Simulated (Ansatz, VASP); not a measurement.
Si3Bi2Te2: VASP beside Ansatz

```xyz
7
Lattice="3.1818 1.8370 5.3539 -3.1818 1.8370 5.3539 0.0000 -3.6740 5.3539" Properties=species:S:1:pos:R:3 pbc="T T T"
Si    1.9380   -1.1189    8.0657
Si    0.0000    2.2378    8.0657
Si   -1.9380   -1.1189    8.0657
Bi    0.0000    0.0000    9.8120
Bi    0.0000    0.0000    6.0043
Te    0.0000    0.0000   15.8089
Te    0.0000    0.0000    3.0175
```

Alike in both runs: functional PBE; k mesh 3 × 3 × 3; occupations gaussian, width 0.2 eV; no spin polarisation.

Ansatz relaxed the structure, and its values are those at the end. VASP's run is a single point on that final structure, the one shown.

|  | VASP | Ansatz |
| --- | --- | --- |
| version | VASP 6.6.1 | Ansatz 0.2.0 |
| potentials or method | VASP PAW PBE potentials, release 64 (Si, Bi_d, Te), cutoff 500 eV | scalar-relativistic, plane waves, PAW |
| valence electrons in the cell | 54 | 74 |

VASP gave:

```
gap on the k mesh at the Fermi level (eV) : none
pressure (GPa)                            : 0.1
rms of the force components (eV/Å)        : 0.034
```

What did Ansatz give for the same quantities?

gap on the k mesh at the Fermi level (eV): none; pressure (GPa): 0.1; rms of the force components (eV/Å): 0.031.

A gap of «none» marks a metal or a gap that the smearing closes. The functional is the same, so the differences come from potentials, cutoffs and numerics. VASP's potentials hold 54 valence electrons a cell and Ansatz's 74, so a difference there can come from the potentials and not from the codes.

The k mesh is coarse, so the values compare programs but aren't converged. Neither program's run includes spin-orbit coupling.
